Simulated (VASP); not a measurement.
**Mg2Sn: single point with PBEsol**

Crystal: Mg2Sn.

```
Sn Mg
1.0
     0.00000    3.37994    3.37994
     3.37994    0.00000    3.37994
     3.37994    3.37994    0.00000
Sn Mg
1 2
Direct
  0.00000 0.00000 0.00000
  0.25000 0.25000 0.25000
  0.75000 0.75000 0.75000
```

- Program: VASP 6.6.1
- Task: single point
- Functional: PBEsol
- Potentials or basis: VASP PAW PBE potentials, release 64 (Sn_d, Mg)
- Cutoff: 600 eV
- k mesh: 5 × 5 × 5
- Occupations: fermi-dirac, width 0.02 eV
- Spin: no spin polarisation

```yaml
Pressure: -0.3 GPa
Band_gap_on_the_k_mesh: zero (bands 9 and 10 overlap by 0.01 eV)
```

Levels at points of the mesh, in eV from the Fermi level:
| k point | band 6 | band 7 | band 8 | band 9 | band 10 | band 11 | band 12 | band 13 |
| --- | --- | --- | --- | --- | --- | --- | --- | --- |
| (0.00, 0.00, 0.00) | -9.10 | 0.02 | 0.02 | 0.02 | 1.38 | 2.18 | 2.18 | 2.18 |

Run time: 47 s on 1 thread of Intel Xeon 8259CL (shared host), peak memory 0.24 GiB.

Caveat: the structure was generated, so it needn't be the stable form of Mg2Sn; the PAW data sets were made with another functional, which shifts forces and pressure a little; spin-orbit coupling is left out, which moves the levels of the heavy elements.
